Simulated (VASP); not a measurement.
Write the native input for VASP 6.6.1 that does the following.

```yaml
Task: electric field gradients
Functional: PBEsol
Potentials_or_basis: VASP PAW PBE potentials, release 64 (Ti_sv, Te)
Cutoff: 520 eV
k_mesh: 13 × 13 × 7
Occupations: fermi-dirac, width 0.03 eV
Spin: no spin polarisation
Dipole_correction: no
Further_INCAR_settings: ALGO = Normal; EDIFF = 1e-08; NBANDS = 19
```

The structure of TiTe2 lies in POSCAR:

```
TiTe2
1.0
    3.7516511246      0.0000000000      0.0000000000
   -1.8758255623      3.2490251800      0.0000000000
    0.0000000000      0.0000000000      6.4543879477
Ti Te
1 2
Direct
    0.0000000000      0.0000000000      0.0000000000
    0.6666666667      0.3333333333      0.2628000000
    0.3333333333      0.6666666667      0.7372000000
```

These files were run (other wordings do the same):

INCAR

```
SYSTEM = TiTe2
PREC     = Accurate       ! precision mode
ENCUT    = 520            ! plane-wave cutoff, eV
EDIFF    = 1E-8           ! SCF threshold, eV
ISMEAR   = -1             ! smearing method
SIGMA    = 0.03           ! smearing width, eV
LREAL    = .False.        ! projectors in reciprocal space
LASPH    = .True.         ! aspherical terms in the spheres
NELM     = 60             ! most SCF steps
ALGO     = Normal         ! electronic algorithm
ISIF     = 2              ! what is computed and relaxed
LWAVE    = .False.        ! write WAVECAR
LCHARG   = .False.        ! write CHGCAR
GGA      = PS             ! functional
LEFG     = .True.       
NBANDS   = 19             ! bands
```

KPOINTS

```
Automatic mesh
0
Gamma
  13 13 7
  0 0 0
```

Potentials or basis: VASP PAW PBE potentials, release 64 (Ti_sv, Te).

The run is started by

```console
$ cat potpaw_PBE.64/Ti_sv/POTCAR potpaw_PBE.64/Te/POTCAR > POTCAR
$ mpirun -np 1 vasp_std > vasp.out
```

It gave:

```
Pressure                                : -1.0 GPa
Largest force                           : 0.083 eV/Å
Band gap on the k mesh                  : zero (bands 12 and 13 overlap by 0.70 eV)
Largest electric field gradient by atom : Ti -28.2; Te -60.3 V/Å²
```

Caveat: without QUAD_EFG the Cq values of the log hold for a quadrupole moment of 1 mb, not for the nuclei; the PAW data sets were made with another functional, which shifts forces and pressure a little; spin-orbit coupling is left out, which moves the levels of the heavy elements; this functional lacks dispersion, which binds layers or chains, so the pressure and a relaxed spacing across them are unreliable.

It took 110 s on 1 thread of Intel(R) Xeon(R) Platinum 8488C (Sapphire Rapids) (shared host), peak memory 0.32 GiB.
